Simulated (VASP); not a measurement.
# Ir4F in VASP: further runs

The runs below take Ir4F through single point, with PBE.

Program: VASP 6.6.1. These are calculated values, not measurements. Logs are shortened: lines on timing, memory, paths and dates and some standing lists are left out, and cuts for length are marked.

**1. The cell of the first run**

The cell holds a slab with vacuum, 5 atoms: a = 2.737 Å, b = 3.870 Å, c = 19.460 Å, α = 90.00°, β = 90.00°, γ = 90.00°.

**2. Single point, PBE**

Input file INCAR:

```
SYSTEM = Ir4F
  PREC = Accurate
  ENCUT = 520
  EDIFF = 1E-6
  ISMEAR = 0
  SIGMA = 0.1
  LREAL = .FALSE.
  LASPH = .TRUE.
  NELM = 100
  ALGO = Normal
  ISIF = 2
  LWAVE = .FALSE.
  LCHARG = .TRUE.
  LDIPOL = .TRUE.
  IDIPOL = 3
  DIPOL = 0.5 0.5 0.348
  GGA = PE
  LELF = .TRUE.
  LVHAR = .TRUE.
  LVACPOTAV = .TRUE.
  NBANDS = 30
```

Input file KPOINTS:

```
Automatic mesh
0
G
  10 7 1
  0 0 0
```

Input file POSCAR:

```
Ir4F
1.0
    2.7367600872      0.0000000000      0.0000000000
    0.0000000000      3.8703632323      0.0000000000
    0.0000000000      0.0000000000     19.4599433740
Ir F
4 1
Direct
    0.5000000000      0.5000000000      0.2055504440
    0.0000000000      0.0000000000      0.2758682253
    0.5000000000      0.5000000000      0.3454282602
    0.0000000000      0.0000000000      0.4090424736
    0.0000000000      0.0000000000      0.5060571397
```

Potentials or basis: VASP PAW PBE potentials, release 64 (Ir, F).

Launch:

```console
cat potpaw_PBE.64/Ir/POTCAR potpaw_PBE.64/F/POTCAR > POTCAR
mpirun -np 1 vasp_std > vasp.out
```

OUTCAR:

```text
SYSTEM = Ir4F
   PREC = Accurate
   ENCUT = 520
   EDIFF = 1E-6
   ISMEAR = 0
   LREAL = .FALSE.
   LASPH = .TRUE.
   NELM = 100
   ISIF = 2
   GGA = PE

 ion  position               nearest neighbor table
   1  0.500  0.500  0.206-   3 2.72   2 2.74   2 2.74   2 2.74   2 2.74
   2  0.000  0.000  0.276-   4 2.59   3 2.73   3 2.73   3 2.73   3 2.73   1 2.74   1 2.74   1 2.74
                             1 2.74
   3  0.500  0.500  0.345-   4 2.67   4 2.67   4 2.67   4 2.67   1 2.72   2 2.73   2 2.73   2 2.73
                             2 2.73
   4  0.000  0.000  0.409-   5 1.89   2 2.59   3 2.67   3 2.67   3 2.67   3 2.67
   5  0.000  0.000  0.506-   4 1.89

  LATTYP: Found a simple orthorhombic cell.
 ALAT       =     2.7367600872
 B/A-ratio  =     1.4142135624
 C/A-ratio  =     7.1105770159

  Lattice vectors:

 A1 = (   2.7367600872,   0.0000000000,   0.0000000000)
 A2 = (   0.0000000000,   3.8703632323,   0.0000000000)
 A3 = (   0.0000000000,   0.0000000000,  19.4599433740)

Analysis of symmetry for initial positions (statically):
=====================================================================
 Subroutine PRICEL returns:
 Original cell was already a primitive cell.

 Routine SETGRP: Setting up the symmetry group for a
 simple orthorhombic supercell.

 Subroutine GETGRP returns: Found  4 space group operations
 (whereof  4 operations were pure point group operations)
 out of a pool of  8 trial point group operations.

The static configuration has the point symmetry C_2v.

Analysis of symmetry for dynamics (positions and initial velocities):
=====================================================================
 Subroutine PRICEL returns:
 Original cell was already a primitive cell.

 Routine SETGRP: Setting up the symmetry group for a
 simple orthorhombic supercell.

 Subroutine GETGRP returns: Found  4 space group operations
 (whereof  4 operations were pure point group operations)
 out of a pool of  8 trial point group operations.

The dynamic configuration has the point symmetry C_2v.

 Subroutine INISYM returns: Found  4 space group operations
 (whereof  4 operations are pure point group operations),
 and found     1 'primitive' translations

----------------------------------------------------------------------------------------

                                     Primitive cell
[... 99 lines left out ...]
   NSW    =      0    number of steps for IOM
   IBRION =     -1    ionic relax: 0-MD 1-quasi-New 2-CG
   NFREE  =      0    steps in history (QN), initial steepest desc. (CG)
   ISIF   =      2    stress and relaxation
   ISYM   =      2    0-nonsym 1-usesym 2-fastsym
   POTIM  = 0.5000    time-step for ionic-motion
   TEBEG  =    0.0;   TEEND  =   0.0 temperature during run
   PSTRESS=    0.0 pullay stress
   NELECT =      43.0000    total number of electrons
   NUPDOWN=      -1.0000    fix difference up-down
   EMIN   =  10.00;   EMAX   =-10.00  energy-range for DOS
   EFERMI =   0.00;   METHOD = LEGACY
   ISMEAR =     0;   SIGMA  =   0.10  broadening in eV -4-tet -1-fermi 0-gaus
   EFERMI_NEDOS =   21; number of points for ismear=-14 and -15
   IALGO  =     38    algorithm
   IMIX   =      4    mixing-type and parameters
     AMIX     =   0.40;   BMIX     =  1.00
     AMIX_MAG =   1.60;   BMIX_MAG =  1.00
  volume/ion in A,a.u.               =      41.22       278.20
  Fermi-wavevector in a.u.,A,eV,Ry     =   0.970929  1.834790 12.826265  0.942704
  Thomas-Fermi vector in A             =   2.101105
   LORBIT       =      0    0 simple, 1 ext, 2 COOP (PROOUT), +10 PAW based schemes
   GGA     = PE    functional components
   LHFCALC =     F    Hartree Fock is set to
   AEXX    =    0.0000 exact exchange contribution
   IVDW    =     0    specifies the selected vdW correction
   LEPSILON=     F    determine dielectric tensor
   LRPA    =     F    only Hartree local field effects (RPA)
 non-spin polarized calculation
 Gauss-broadening in eV      SIGMA  =   0.10
  energy-cutoff  :      520.00
  volume of cell :      206.12
 maximum number of plane-waves:      5602
   NGX = 11   NGY = 15   NGZ = 73

 dipolmoment           0.000000      0.000000     -0.021407 electrons x Angstroem

 number of electron      43.0000004 magnetization

 dipolmoment           0.000000      0.000000      0.172916 electrons x Angstroem

 Free energy of the ion-electron system (eV)
  ---------------------------------------------------
  ext. energy  EPLUGINS =         0.00000000
  ---------------------------------------------------
  free energy    TOTEN  =       -35.95137310 eV

  energy without entropy =      -35.91654979  energy(sigma->0) =      -35.93396144

 E-fermi :  -1.5856     XC(G=0):  -5.3428

 val. band max:       -1.5891564649   @ k =   0.0000   0.0000   0.0000
 cond. band min:      -1.5837148281   @ k =   0.2000   0.1429   0.0000
 fundamental gap:      0.0054416368
 Fermi energy:        -1.5855650030

 k-point     1 :       0.0000    0.0000    0.0000
  band No.  band energies     occupation
      1     -24.3829      2.00000
      2     -11.1702      2.00000
      3      -8.5759      2.00000
      4      -8.4244      2.00000
      5      -7.8185      2.00000
      6      -7.0144      2.00000
[... 781 lines left out ...]
     29       5.1635      0.00000
     30       5.6080      0.00000

------------------------ aborting loop because EDIFF is reached ----------------------------------------

  FORCE on cell =-STRESS in cart. coord.  units (eV):
  Direction    XX          YY          ZZ          XY          YZ          ZX
  --------------------------------------------------------------------------------------
  -------------------------------------------------------------------------------------
  Total       -5.4969305     -4.3453234      0.8152476      0.0000000      0.0000000      0.0000000
  in kB      -42.7268427    -33.7755681      6.3368010      0.0000000      0.0000000      0.0000000
  external PRESSURE =     -23.3885366 kB  Pullay stress =       0.0000000 kB

 VOLUME and BASIS-vectors are now :
 -----------------------------------------------------------------------------
  energy-cutoff  :      520.00
  volume of cell :      206.12
      direct lattice vectors                 reciprocal lattice vectors
     2.736760087  0.000000000  0.000000000     0.365395566  0.000000000  0.000000000
     0.000000000  3.870363232  0.000000000     0.000000000  0.258373682  0.000000000
     0.000000000  0.000000000 19.459943374     0.000000000  0.000000000  0.051387611

 POSITION                                       TOTAL-FORCE (eV/Angst)
 -----------------------------------------------------------------------------------
      1.36838      1.93518      4.00000         0.000000      0.000000      0.930390
      0.00000      0.00000      5.36838         0.000000      0.000000     -1.496288
      1.36838      1.93518      6.72201         0.000000      0.000000     -0.115041
      0.00000      0.00000      7.95994         0.000000      0.000000      0.391100
      0.00000      0.00000      9.84784         0.000000      0.000000      0.289839
 -----------------------------------------------------------------------------------
    total drift:                               -0.000000      0.000000     -0.000735

  FREE ENERGIE OF THE ION-ELECTRON SYSTEM (eV)
  ---------------------------------------------------
  free  energy   TOTEN  =       -35.9513730980 eV

  energy  without entropy=      -35.9165497858  energy(sigma->0) =      -35.93396144

 vacuum level on the upper side and lower side of the slab         6.363         3.408
```

OSZICAR:

```text
N       E                     dE             d eps       ncg     rms          rms(c)
DAV:   1     0.423453618433E+03    0.42345E+03   -0.17098E+04  1448   0.119E+03
DAV:   2     0.104321674038E+02   -0.41302E+03   -0.37801E+03  1478   0.366E+02
DAV:   3    -0.376352154870E+02   -0.48067E+02   -0.45305E+02  1972   0.118E+02
[... 16 lines left out ...]
DAV:  20    -0.359513228607E+02   -0.67791E-04   -0.81470E-05  1644   0.502E-02    0.179E-02
DAV:  21    -0.359513476483E+02   -0.24788E-04   -0.11856E-05  1664   0.212E-02    0.121E-02
DAV:  22    -0.359513628571E+02   -0.15209E-04   -0.77288E-06  1226   0.200E-02    0.132E-02
DAV:  23    -0.359513700952E+02   -0.72381E-05   -0.73856E-06  1570   0.170E-02    0.442E-03
DAV:  24    -0.359513738098E+02   -0.37146E-05   -0.13698E-06  1106   0.880E-03    0.716E-03
DAV:  25    -0.359513730980E+02    0.71181E-06   -0.10220E-06  1138   0.703E-03
   1 F= -.35951373E+02 E0= -.35933961E+02  d E =-.348233E-01
```

Run time: 3.1 min. Hardware: 1 thread of Intel Xeon Platinum 8488C (Sapphire Rapids), shared host; peak memory 0.35 GiB.

Results:

* Free energy: -35.9514 eV
* Largest force: 1.496 eV/Å
* Band gap on the k mesh: zero (an odd number of electrons rules out a gap without spin polarisation)

Forces on the atoms (eV/Å):
```
Ir   0.000  0.000  0.930
Ir   0.000  0.000 -1.496
Ir   0.000  0.000 -0.115
Ir   0.000  0.000  0.391
F    0.000  0.000  0.290
```

Levels at points of the mesh, in eV from the Fermi level:
| k point | band 19 | band 20 | band 21 | band 22 | band 23 | band 24 | band 25 | band 26 |
| --- | --- | --- | --- | --- | --- | --- | --- | --- |
| (0.00, 0.00, 0.00) | -1.53 | -0.97 | -0.35 | 0.00 | 0.11 | 0.25 | 0.59 | 1.32 |
| (0.50, 0.00, 0.00) | -0.08 | 0.40 | 0.50 | 0.98 | 1.09 | 1.28 | 2.95 | 3.03 |

Caveat: spin-orbit coupling is left out, which moves the levels of the heavy elements; an odd number of electrons without spin polarisation forces a metal; a magnetic or distorted state may lie lower.

**3. Single point, PBE**

Input file INCAR:

```
SYSTEM = Ir4F
PREC = Accurate ; ENCUT = 520
EDIFF = 1E-7 ; ISMEAR = 0
SIGMA = 0.1 ; LREAL = .False.
LASPH = .True. ; NELM = 60
ALGO = Normal ; ISIF = 2
LWAVE = .False. ; LCHARG = .False.
LDIPOL = .True. ; IDIPOL = 3
DIPOL = 0.5 0.5 0.342 ; GGA = PE
NBANDS = 30
```

Input file KPOINTS:

```
Automatic mesh
0
Gamma
  10 7 1
  0 0 0
```

Edit POSCAR of step 2 so:

```diff
@@ -12,2 +12,2 @@
     0.0000000000      0.0000000000      0.4090424736
-    0.0000000000      0.0000000000      0.5060571397
+    0.0000000000      0.5000000000      0.4753325624
```

Potentials or basis: VASP PAW PBE potentials, release 64 (Ir, F).

Launch:

```console
cat potpaw_PBE.64/Ir/POTCAR potpaw_PBE.64/F/POTCAR > POTCAR
mpirun -np 1 vasp_std > vasp.out
```

It took 4.7 min on 1 thread of Intel Xeon Platinum 8488C (Sapphire Rapids), shared host; peak memory 0.35 GiB.

Results (log left out):

```
Free energy            : -35.2713 eV
Largest force          : 1.416 eV/Å
Band gap on the k mesh : zero (an odd number of electrons rules out a gap without spin polarisation)
```

Forces on the atoms (eV/Å):
```
Ir   0.000  0.000  1.043
Ir   0.000  0.000 -1.416
Ir   0.000  0.000 -0.683
Ir   0.000  0.000  1.059
F    0.000  0.000 -0.003
```

Levels at points of the mesh, in eV from the Fermi level:
| k point | band 18 | band 19 | band 20 | band 21 | band 22 | band 23 | band 24 | band 25 | band 26 | band 27 |
| --- | --- | --- | --- | --- | --- | --- | --- | --- | --- | --- |
| (0.00, 0.00, 0.00) | -1.62 | -1.22 | -1.11 | -0.55 | -0.37 | 0.22 | 0.44 | 0.51 | 1.29 | 1.53 |
| (0.50, 0.00, 0.00) | -0.02 | 0.12 | 0.15 | 0.46 | 0.65 | 1.08 | 1.19 | 2.83 | 3.00 | 3.07 |

Caveat: spin-orbit coupling is left out, which moves the levels of the heavy elements; an odd number of electrons without spin polarisation forces a metal; a magnetic or distorted state may lie lower.

**4. Single point, PBE**

Input file INCAR:

```
PREC = Accurate
ENCUT = 520
EDIFF = 1E-6
ISMEAR = 0
SIGMA = 0.1
LREAL = False
LASPH = True
NELM = 60
ALGO = Normal
ISIF = 2
LWAVE = False
LCHARG = True
LDIPOL = True
IDIPOL = 3
DIPOL = 0.5 0.5 0.346
GGA = PE
LELF = True
LVHAR = True
LVACPOTAV = True
NBANDS = 30
```

Input file KPOINTS:

```
regular mesh
0
Gamma
  10 7 1
```

Edit POSCAR of step 3 so:

```diff
@@ -12,2 +12,2 @@
     0.0000000000      0.0000000000      0.4090424736
-    0.0000000000      0.5000000000      0.4753325624
+    0.5000000000      0.0000000000      0.4930514679
```

Launch:

```console
cat potpaw_PBE.64/Ir/POTCAR potpaw_PBE.64/F/POTCAR > POTCAR
mpirun -np 1 vasp_std > vasp.out
```

It took 4.5 min on 1 thread of Intel Xeon Platinum 8488C (Sapphire Rapids), shared host; peak memory 0.35 GiB.

Results (log left out):

* Free energy: -35.4908 eV
* Largest force: 1.169 eV/Å
* Band gap on the k mesh: zero (an odd number of electrons rules out a gap without spin polarisation)

Forces in eV/Å, atoms in the order of the input:
```
Ir   0.000  0.000  0.885
Ir   0.000  0.000 -1.169
Ir   0.000  0.000 -0.345
Ir   0.000  0.000  0.561
F    0.000  0.000  0.068
```

Levels at points of the mesh, in eV from the Fermi level:
```csv
k point,band 20,band 21,band 22,band 23,band 24,band 25
"(0.00, 0.00, 0.00)",-0.96,-0.33,-0.09,0.06,0.17,0.60
"(0.50, 0.00, 0.00)",0.14,0.63,0.83,0.84,1.11,2.66
```

Caveat: spin-orbit coupling is left out, which moves the levels of the heavy elements; an odd number of electrons without spin polarisation forces a metal; a magnetic or distorted state may lie lower.

**5. The runs side by side**

| cell | gap on the mesh (eV) | largest force (eV/Å) |
| --- | --- | --- |
| as given, atomic positions A | none | 1.50 |
| as given, atomic positions B | none | 1.42 |
| as given, atomic positions C | none | 1.17 |

Alike in all rows: task single point; level PBE; potentials or basis VASP PAW PBE potentials, release 64 (Ir, F); no spin polarisation; k mesh 10 × 7 × 1; cutoff (eV) 520; smearing gaussian 0.1 eV.

Caveats: spin-orbit coupling is left out, which moves the levels of the heavy elements; an odd number of electrons without spin polarisation forces a metal; a magnetic or distorted state may lie lower.

Total energies depend on the potentials used, so only differences within one code and one set of settings carry meaning.
